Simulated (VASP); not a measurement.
A run of VASP 6.6.1 is set up as follows.

File INCAR:

```
PREC     = Accurate       # precision mode
ENCUT    = 520            # plane-wave cutoff, eV
EDIFF    = 1E-6           # SCF threshold, eV
ISMEAR   = 0              # smearing method
SIGMA    = 0.15           # smearing width, eV
LREAL    = False          # projectors in reciprocal space
LASPH    = True           # aspherical terms in the spheres
NELM     = 80             # most SCF steps
ALGO     = Normal         # electronic algorithm
ISIF     = 2              # what is computed and relaxed
LWAVE    = False          # write WAVECAR
LCHARG   = False          # write CHGCAR
GGA      = PS             # functional
NBANDS   = 18             # bands
```

KPOINTS

```
regular mesh
0
Gamma
  12 12 12
```

The input POSCAR:

```
BiTe
1.0
    2.2568431751      1.3987509848      3.1961565659
   -2.5885723705      1.3987509848      3.4384273431
   -0.1658645977     -2.7975019696      3.3172919545
Bi Te
1 1
Direct
    0.5000000000      0.5000000000      0.5000000000
    0.0000000000      0.0000000000      0.0000000000
```

Potentials or basis: VASP PAW PBE potentials, release 64 (Bi_d, Te).

The run is started by

```bash
$ cat potpaw_PBE.64/Bi_d/POTCAR potpaw_PBE.64/Te/POTCAR > POTCAR
$ mpirun -np 1 vasp_std > vasp.out
```

Task: Predict the pressure.

Result: -2.0 GPa.

Task: Predict the band gap on the k mesh.

Result: Zero (an odd number of electrons rules out a gap without spin polarisation).

Stress tensor (GPa, compression positive):
```
-1.91 -1.78  2.50
-1.78 -2.32 -0.29
 2.50 -0.29 -1.82
```

Caveat: the cell differs from its parent crystal (strain -0.1000 x Voigt [0, 0, 0, 0, 1, 0]); the PAW data sets were made with another functional, which shifts forces and pressure a little; spin-orbit coupling is left out, which moves the levels of the heavy elements.
